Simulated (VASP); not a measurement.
Write the native input for VASP 6.6.1 that does the following.

| Property | Result |
| --- | --- |
| Task | single point |
| Functional | r2SCAN |
| Potentials or basis | VASP PAW PBE potentials, release 64 (Zn, S) |
| Cutoff | 520 eV |
| k mesh | 6 × 6 × 4 |
| Occupations | gaussian, width 0.02 eV |
| Spin | no spin polarisation |
| Dipole correction | no |
| Further INCAR settings | ALGO = Normal; EDIFF = 1e-06; NBANDS = 26 |

ZnS:

```
Zn S
1.0
     3.80652    0.00000    0.00000
    -1.90326    3.29654    0.00000
     0.00000    0.00000    6.24480
Zn S
2 2
Direct
  0.33333 0.66667 0.00034
  0.66667 0.33333 0.50034
  0.33333 0.66667 0.37466
  0.66667 0.33333 0.87466
```

These files were run (other wordings do the same):

POSCAR

```
ZnS
1.0
    3.8065185603      0.0000000000      0.0000000000
   -1.9032592801      3.2965417732      0.0000000000
    0.0000000000      0.0000000000      6.2448028839
Zn S
2 2
Direct
    0.3333333333      0.6666666667      0.0003440806
    0.6666666667      0.3333333333      0.5003440806
    0.3333333333      0.6666666667      0.3746559194
    0.6666666667      0.3333333333      0.8746559194
```

INCAR.step1

```
SYSTEM = ZnS
ALGO = Normal ; EDIFF = 1E-4
ENCUT = 520 ; GGA = PE
ISMEAR = 0 ; LASPH = .TRUE.
LCHARG = .FALSE. ; LREAL = .FALSE.
LWAVE = .TRUE. ; NBANDS = 26
NELM = 80 ; PREC = Accurate
SIGMA = 0.02
```

INCAR.step2

```
SYSTEM = ZnS
ALGO = Normal ; EDIFF = 1E-6
ENCUT = 520 ; ISIF = 2
ISMEAR = 0 ; ISTART = 1
LASPH = .TRUE. ; LCHARG = .TRUE.
LELF = .TRUE. ; LMIXTAU = .TRUE.
LREAL = .FALSE. ; LVHAR = .TRUE.
LWAVE = .FALSE. ; METAGGA = R2SCAN
NBANDS = 26 ; NELM = 80
PREC = Accurate ; SIGMA = 0.02
```

KPOINTS

```
k-points
0
G
  6 6 4
  0 0 0
```

Potentials or basis: VASP PAW PBE potentials, release 64 (Zn, S).

Launch:

```bash
$ cat potpaw_PBE.64/Zn/POTCAR potpaw_PBE.64/S/POTCAR > POTCAR
$ cp INCAR.step1 INCAR
$ mpirun -np 1 vasp_std > vasp.out
$ cp INCAR.step2 INCAR
$ mpirun -np 1 vasp_std > vasp.out
```

It gave:

The pressure is 0.1 GPa and the band gap on the k mesh is 2.79 eV, direct.

Caveat: the PAW data sets were made with another functional, which shifts forces and pressure a little.

Run time: 4.1 min on 1 thread of AMD EPYC 7R13 (shared host), peak memory 0.18 GiB.
